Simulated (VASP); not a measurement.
# Sb (I4/mmm) in VASP: further runs

The runs below take Sb through electric field gradients, with PBEsol.

All numbers are computed with VASP 6.6.1; they aren't measurements. Logs are shortened: lines on timing, memory, paths and dates and some standing lists are left out, and cuts for length are marked.

### 1 The cell of the first run

Symmetry: I4/mmm, No. 139, tetragonal system. Conventional cell: a = 3.010 Å, b = 3.010 Å, c = 4.861 Å, α = 90.00°, β = 90.00°, γ = 90.00°. Within 4.0 Å of Sb (site symmetry 4/mmm) lie 12 Sb at 3.01 to 3.23 Å.

### 2 Electric field gradients, PBEsol (zz strain of -2 %)

Input file INCAR:

```
PREC = Accurate ; ENCUT = 520
EDIFF = 1E-8 ; ISMEAR = -1
SIGMA = 0.05 ; LREAL = F
LASPH = T ; NELM = 100
ALGO = Normal ; ISIF = 2
LWAVE = F ; LCHARG = F
GGA = PS ; LEFG = T
NBANDS = 8
```

Input file KPOINTS:

```
Automatic mesh
0
Gamma
  19 19 19
```

Input file POSCAR:

```
Sb
1.0
   -1.5050000000      1.5050000000      2.4304000000
    1.5050000000     -1.5050000000      2.4304000000
    1.5050000000      1.5050000000     -2.4304000000
Sb
1
Direct
    0.0000000000      0.0000000000      0.0000000000
```

Potentials or basis: VASP PAW PBE potentials, release 64 (Sb).

Started as:

```
> cat potpaw_PBE.64/Sb/POTCAR > POTCAR
> mpirun -np 1 vasp_std > vasp.out
```

OUTCAR:

```text
PREC = Accurate
   ENCUT = 520
   EDIFF = 1E-8
   ISMEAR = -1
   LREAL = F
   LASPH = T
   NELM = 100
   ISIF = 2
   GGA = PS

 ion  position               nearest neighbor table
   1  0.000  0.000  0.000-

  LATTYP: Found a body centered tetragonal cell.
 ALAT       =     3.0100000000
 C/A-ratio  =     1.6148837209

  Lattice vectors:

 A1 = (  -1.5050000000,   1.5050000000,   2.4304000000)
 A2 = (   1.5050000000,  -1.5050000000,   2.4304000000)
 A3 = (   1.5050000000,   1.5050000000,  -2.4304000000)

Analysis of symmetry for initial positions (statically):
=====================================================================
 Subroutine PRICEL returns:
 Original cell was already a primitive cell.

 Routine SETGRP: Setting up the symmetry group for a
 body centered tetragonal supercell.

 Subroutine GETGRP returns: Found 16 space group operations
 (whereof 16 operations were pure point group operations)
 out of a pool of 16 trial point group operations.

The static configuration has the point symmetry D_4h.

Analysis of symmetry for dynamics (positions and initial velocities):
=====================================================================
 Subroutine PRICEL returns:
 Original cell was already a primitive cell.

 Routine SETGRP: Setting up the symmetry group for a
 body centered tetragonal supercell.

 Subroutine GETGRP returns: Found 16 space group operations
 (whereof 16 operations were pure point group operations)
 out of a pool of 16 trial point group operations.

The dynamic configuration has the point symmetry D_4h.

 Subroutine INISYM returns: Found 16 space group operations
 (whereof 16 operations are pure point group operations),
 and found     1 'primitive' translations

----------------------------------------------------------------------------------------

                                     Primitive cell

  volume of cell :      22.0197

  direct lattice vectors                    reciprocal lattice vectors
    -1.505000000  1.505000000  2.430400000     0.000000000  0.332225914  0.205727452
     1.505000000 -1.505000000  2.430400000     0.332225914  0.000000000  0.205727452
     1.505000000  1.505000000 -2.430400000     0.332225914  0.332225914  0.000000000

  length of vectors
     3.230618232  3.230618232  3.230618232     0.390765713  0.390765713  0.469838393

  position of ions in fractional coordinates (direct lattice)
     0.000000000  0.000000000  0.000000000

  ion indices of the primitive-cell ions
   primitive index   ion index
                 1           1

----------------------------------------------------------------------------------------

 KPOINTS: Automatic mesh

Automatic generation of k-mesh.
 Grid dimensions read from file:
 generate k-points for:   19   19   19

 Generating k-lattice:

  Cartesian coordinates                     Fractional coordinates (reciprocal lattice)
     0.000000000  0.017485574  0.010827761     0.052631579 -0.000000000  0.000000000
     0.017485574  0.000000000  0.010827761    -0.000000000  0.052631579  0.000000000
     0.017485574  0.017485574  0.000000000     0.000000000  0.000000000  0.052631579

  Length of vectors
     0.020566616  0.020566616  0.024728336

  Shift w.r.t. Gamma in fractional coordinates (k-lattice)
     0.000000000  0.000000000  0.000000000

 Subroutine IBZKPT returns following result:
 ===========================================

 Found    550 irreducible k-points:

 Following reciprocal coordinates:
            Coordinates               Weight
  0.000000  0.000000  0.000000      1.000000
  0.052632  0.000000 -0.000000      8.000000
  0.105263  0.000000 -0.000000      8.000000
  0.157895  0.000000  0.000000      8.000000
  0.210526  0.000000 -0.000000      8.000000
  0.263158  0.000000 -0.000000      8.000000
[... 16 lines left out ...]
 -0.315789  0.052632  0.000000     16.000000
 -0.263158  0.052632  0.000000     16.000000
 [... further k-points ...]
   k-points           NKPTS =    550   k-points in BZ     NKDIM =    550   number of bands    NBANDS=      8
   number of dos      NEDOS =    301   number of ions     NIONS =      1
   total plane-waves  NPLWV =  13824
   dimension x,y,z NGX =    24 NGY =   24 NGZ =   24
   dimension x,y,z NGXF=    48 NGYF=   48 NGZF=   48
   ions per type =               1
   NGX,Y,Z   is equivalent  to a cutoff of  12.35, 12.35, 12.35 a.u.
   NGXF,Y,Z  is equivalent  to a cutoff of  24.70, 24.70, 24.70 a.u.
 SYSTEM =  unknown system
   PREC   = accura    normal or accurate (medium, high low for compatibility)
   ISTART =      0    job   : 0-new  1-cont  2-samecut
   ICHARG =      2    charge: 1-file 2-atom 10-const
   ISPIN  =      1    spin polarized calculation?
   LNONCOLLINEAR =      F non collinear calculations
   LSORBIT =      F    spin-orbit coupling
   LASPH  =      T    aspherical Exc in radial PAW
   ENCUT  =  520.0 eV  38.22 Ry    6.18 a.u.   6.01  6.01  6.01*2*pi/ulx,y,z
   NELM   =    100;   NELMIN=  2; NELMDL= -5     # of ELM steps
   EDIFF  = 0.1E-07   stopping-criterion for ELM
   LREAL  =      F    real-space projection
   EDIFFG = 0.1E-06   stopping-criterion for IOM
   NSW    =      0    number of steps for IOM
   IBRION =     -1    ionic relax: 0-MD 1-quasi-New 2-CG
   NFREE  =      0    steps in history (QN), initial steepest desc. (CG)
   ISIF   =      2    stress and relaxation
   ISYM   =      2    0-nonsym 1-usesym 2-fastsym
   POTIM  = 0.5000    time-step for ionic-motion
   TEBEG  =    0.0;   TEEND  =   0.0 temperature during run
   PSTRESS=    0.0 pullay stress
   NELECT =       5.0000    total number of electrons
   NUPDOWN=      -1.0000    fix difference up-down
   EMIN   =  10.00;   EMAX   =-10.00  energy-range for DOS
   EFERMI =   0.00;   METHOD = LEGACY
   ISMEAR =    -1;   SIGMA  =   0.05  broadening in eV -4-tet -1-fermi 0-gaus
   EFERMI_NEDOS =   21; number of points for ismear=-14 and -15
   IALGO  =     38    algorithm
   IMIX   =      4    mixing-type and parameters
     AMIX     =   0.40;   BMIX     =  1.00
     AMIX_MAG =   1.60;   BMIX_MAG =  1.00
  volume/ion in A,a.u.               =      22.02       148.60
  Fermi-wavevector in a.u.,A,eV,Ry     =   0.998760  1.887383 13.572111  0.997522
  Thomas-Fermi vector in A             =   2.131005
   LORBIT       =      0    0 simple, 1 ext, 2 COOP (PROOUT), +10 PAW based schemes
   GGA     = PS    functional components
   LHFCALC =     F    Hartree Fock is set to
   AEXX    =    0.0000 exact exchange contribution
   IVDW    =     0    specifies the selected vdW correction
   LEPSILON=     F    determine dielectric tensor
   LRPA    =     F    only Hartree local field effects (RPA)
 non-spin polarized calculation
  energy-cutoff  :      520.00
  volume of cell :       22.02
 maximum number of plane-waves:       629
   NGX = 11   NGY = 11   NGZ = 11

 number of electron       5.0000000 magnetization

 Free energy of the ion-electron system (eV)
  ---------------------------------------------------
  ext. energy  EPLUGINS =         0.00000000
  ---------------------------------------------------
  free energy    TOTEN  =        -4.11057653 eV

  energy without entropy =       -4.10651185  energy(sigma->0) =       -4.10854419

 E-fermi :  11.2861     XC(G=0): -11.2221

 val. band max:       11.2835544623   @ k =  -0.4211  -0.4737   0.3684
 cond. band min:      11.2962427531   @ k =  -0.4211   0.4211   0.0526
 fundamental gap:      0.0126882908
 Fermi energy:        11.2861369623

 k-point     1 :       0.0000    0.0000    0.0000
  band No.  band energies     occupation
      1      -3.4629      2.00000
      2      18.0655      0.00000
      3      18.1730      0.00000
      4      18.1730      0.00000
      5      21.5465      0.00000
      6      21.6373      0.00000
      7      22.4132      0.00000
      8      22.4132      0.00000

 k-point     2 :       0.0526    0.0000   -0.0000
  band No.  band energies     occupation
      1      -3.3965      2.00000
      2      17.3919      0.00000
      3      17.8961      0.00000
      4      18.1223      0.00000
      5      21.0178      0.00000
      6      21.9021      0.00000
      7      22.5486      0.00000
      8      22.9892      0.00000

 k-point     3 :       0.1053    0.0000   -0.0000
  band No.  band energies     occupation
      1      -3.1973      2.00000
      2      15.7472      0.00000
      3      17.4076      0.00000
      4      17.9926      0.00000
      5      20.6230      0.00000
      6      21.8860      0.00000
      7      22.9268      0.00000
      8      23.0609      0.00000

 k-point     4 :       0.1579    0.0000    0.0000
  band No.  band energies     occupation
      1      -2.8656      2.00000
      2      13.8521      0.00000
      3      16.7984      0.00000
      4      17.8296      0.00000
      5      20.3101      0.00000
      6      21.4407      0.00000
      7      23.4725      0.00000
      8      23.7687      0.00000

 k-point     5 :       0.2105    0.0000   -0.0000
  band No.  band energies     occupation
      1      -2.4019      2.00000
      2      11.9340      0.00000
      3      16.1762      0.00000
      4      17.6733      0.00000
      5      19.9743      0.00000
      6      21.1000      0.00000
      7      23.9865      0.00000
      8      24.6696      0.00000

 k-point     6 :       0.2632    0.0000   -0.0000
  band No.  band energies     occupation
      1      -1.8082      2.00000
      2      10.0750      2.00000
      3      15.6011      0.00000
      4      17.5474      0.00000
      5      19.6164      0.00000
      6      20.9397      0.00000
      7      23.8183      0.00000
      8      24.6369      0.00000

 k-point     7 :       0.3158    0.0000    0.0000
  band No.  band energies     occupation
      1      -1.0894      2.00000
      2       8.3169      2.00000
      3      15.1088      0.00000
      4      17.4607      0.00000
      5      19.2888      0.00000
      6      20.9201      0.00000
      7      23.2474      0.00000
      8      23.8708      0.00000
[... 133 lines left out ...]
 k-point    20 :      -0.4737    0.0526    0.0000
  band No.  band energies     occupation
      1       1.3061      2.00000
      2       4.4924      2.00000
      3      14.1305      0.00000
      4      16.8983      0.00000
      5      18.9779      0.00000
      6      20.4791      0.00000
      7      22.7491      0.00000
      8      23.2940      0.00000

 k-point    21 :      -0.4211    0.0526    0.0000
  band No.  band energies     occupation
      1       0.4521      2.00000
      2       5.6872      2.00000
      3      14.2592      0.00000
      4      17.0178      0.00000
      5      19.1211      0.00000
      6      20.6567      0.00000
      7      22.6918      0.00000
      8      23.5718      0.00000

 k-point    22 :      -0.3684    0.0526    0.0000
  band No.  band energies     occupation
      1      -0.4365      2.00000
      2       7.1800      2.00000
      3      14.5123      0.00000
      4      17.1319      0.00000
      5      19.3526      0.00000
      6      20.9834      0.00000
      7      22.6002      0.00000
      8      24.0999      0.00000

 k-point    23 :      -0.3158    0.0526    0.0000
  band No.  band energies     occupation
      1      -1.2385      2.00000
      2       8.8409      2.00000
      3      14.8812      0.00000
      4      17.2524      0.00000
      5      19.6537      0.00000
      6      21.3707      0.00000
      7      22.6798      0.00000
      8      24.5015      0.00000

 k-point    24 :      -0.2632    0.0526    0.0000
  band No.  band energies     occupation
      1      -1.9235      2.00000
      2      10.6253      2.00000
      3      15.3520      0.00000
      4      17.3941      0.00000
      5      19.9763      0.00000
      6      21.6741      0.00000
      7      23.0632      0.00000
      8      23.9188      0.00000

 [... further k-points ...]
[... 5 lines left out ...]
  --------------------------------------------------------------------------------------
  -------------------------------------------------------------------------------------
  Total        2.5014827      2.5014827      2.3853907      0.0000000     -0.0000000      0.0000000
  in kB      182.0108758    182.0108758    173.5638821      0.0000000     -0.0000000      0.0000000
  external PRESSURE =     179.1952112 kB  Pullay stress =       0.0000000 kB

 VOLUME and BASIS-vectors are now :
 -----------------------------------------------------------------------------
  energy-cutoff  :      520.00
  volume of cell :       22.02
      direct lattice vectors                 reciprocal lattice vectors
    -1.505000000  1.505000000  2.430400000     0.000000000  0.332225914  0.205727452
     1.505000000 -1.505000000  2.430400000     0.332225914  0.000000000  0.205727452
     1.505000000  1.505000000 -2.430400000     0.332225914  0.332225914  0.000000000

 POSITION                                       TOTAL-FORCE (eV/Angst)
 -----------------------------------------------------------------------------------
      0.00000      0.00000      0.00000         0.000000     -0.000000      0.000000
 -----------------------------------------------------------------------------------
    total drift:                                0.000000     -0.000000      0.000000

  FREE ENERGIE OF THE ION-ELECTRON SYSTEM (eV)
  ---------------------------------------------------
  free  energy   TOTEN  =        -4.1105765304 eV

  energy  without entropy=       -4.1065118452  energy(sigma->0) =       -4.10854419

 Electric field gradients (V/A^2)
---------------------------------------------------------------------
 ion       V_xx      V_yy      V_zz      V_xy      V_xz      V_yz
---------------------------------------------------------------------
   1     -15.243   -15.243    30.485    -0.000    -0.000    -0.000
---------------------------------------------------------------------

 Electric field gradients after diagonalization (V/A^2)
 (convention: |V_zz| > |V_xx| > |V_yy|)
----------------------------------------------------------------------
 ion       V_xx      V_yy      V_zz     asymmetry (V_yy - V_xx)/ V_zz
----------------------------------------------------------------------
   1     -15.243   -15.242    30.485       0.000
----------------------------------------------------------------------

           NMR quadrupolar parameters

 Cq : quadrupolar parameter    Cq=e*Q*V_zz/h
 eta: asymmetry parameters     (V_yy - V_xx)/ V_zz
 Q  : nuclear electric quadrupole moment in mb (millibarn)
----------------------------------------------------------------------
 ion       Cq(MHz)       eta       Q (mb)
----------------------------------------------------------------------
   1       0.074       0.000       1.000
----------------------------------------------------------------------
```

Wall time 37 s (1 thread of Intel Xeon Platinum 8488C (Sapphire Rapids), shared host); peak memory 0.21 GiB.

What came out:

```yaml
Free_energy: -4.1106 eV
Pressure: 17.9 GPa
```

Levels at points of the mesh, in eV from the Fermi level:
| k point | band 1 | band 2 | band 3 | band 4 | band 5 | band 6 | band 7 |
| --- | --- | --- | --- | --- | --- | --- | --- |
| (0.00, 0.00, 0.00) | -14.75 | 6.78 | 6.89 | 6.89 | 10.26 | 10.35 | 11.13 |

Electric field gradients, principal values (V/Å²):
```tsv
atom	least	middle	greatest (by size)
1 Sb	-15.242	-15.243	30.485
```

Caveat: the cell differs from its parent crystal (zz strain of -2 %); without QUAD_EFG the Cq values of the log hold for a quadrupole moment of 1 mb, not for the nuclei; the PAW data sets were made with another functional, which shifts forces and pressure a little; spin-orbit coupling is left out, which moves the levels of the heavy elements.

(Continued in part 2 of 2.)
